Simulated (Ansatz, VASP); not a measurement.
# Two plane-wave programs on Sn

Contents of INCAR:

```
SYSTEM = Sn
  PREC = Accurate
  ENCUT = 600
  EDIFF = 1E-6
  ISMEAR = 0
  SIGMA = 0.1
  LREAL = .False.
  LASPH = .True.
  NELM = 100
  ALGO = Fast
  ISIF = 3
  LWAVE = .False.
  LCHARG = .False.
  GGA = PS
  IBRION = 2
  NSW = 100
  EDIFFG = -0.01
```

KPOINTS

```
regular mesh
0
Gamma
  18 18 18
  0 0 0
```

The input POSCAR:

```
Sn
1.0
    2.2069620070      1.2741901088      1.6539514861
   -2.2069620070      1.2741901088      1.6539514861
    0.0000000000     -2.5483802177      1.6539514861
Sn
1
Direct
    0.5000000000      0.5000000000      0.5000000000
```

Input for Ansatz:

```yaml
crystal:
  lattice:
    - [2.206962007, 1.2741901088, 1.6539514861]
    - [-2.206962007, 1.2741901088, 1.6539514861]
    - [0.0, -2.5483802177, 1.6539514861]
  atoms:
    - { symbol: Sn, position: [0.5, 0.5, 0.5] }
basis:
  ecutwfc: 420
kpoints:
  mp_grid: { grid: [18, 18, 18] }
hamiltonian:
  xc: pbesol
scf:
  occupations: { method: gaussian, width: 0.1 }
output:
  forces: true
  stress: true
  eigenvalues: true
relax:
  adjacent_minimum: "off"
  f_tol: 0.01
  max_steps: 80
  cell: { stress_tol: 0.05 }
```

Alike in both runs: task relaxation of cell and atoms; functional PBEsol; k mesh 18 × 18 × 18; occupations gaussian, width 0.1 eV; no spin polarisation.

|  | VASP | Ansatz |
| --- | --- | --- |
| version | VASP 6.6.1 | Ansatz 0.2.0 |
| potentials or method | VASP PAW PBE potentials, release 64 (Sn_d), cutoff 600 eV | scalar-relativistic, plane waves, PAW |
| valence electrons in the cell | 14 | 14 |

Ansatz gave:

```
gap on the k mesh at the Fermi level, each at its own relaxed structure (eV) : none
relaxed volume (Å³/atom)                                                     : 27.85
relaxed length of the cell vector where the two differ most in proportion (Å)              : 3.031
```

**Question.** What did VASP give for the same quantities?

**Answer.** gap on the k mesh at the Fermi level, each at its own relaxed structure (eV): none; relaxed volume (Å³/atom): 27.87; relaxed length of the cell vector where the two differ most in proportion (Å): 3.032.

VASP's potentials were made for PBE, not for PBEsol. A gap of «none» marks a metal or a gap that the smearing closes.
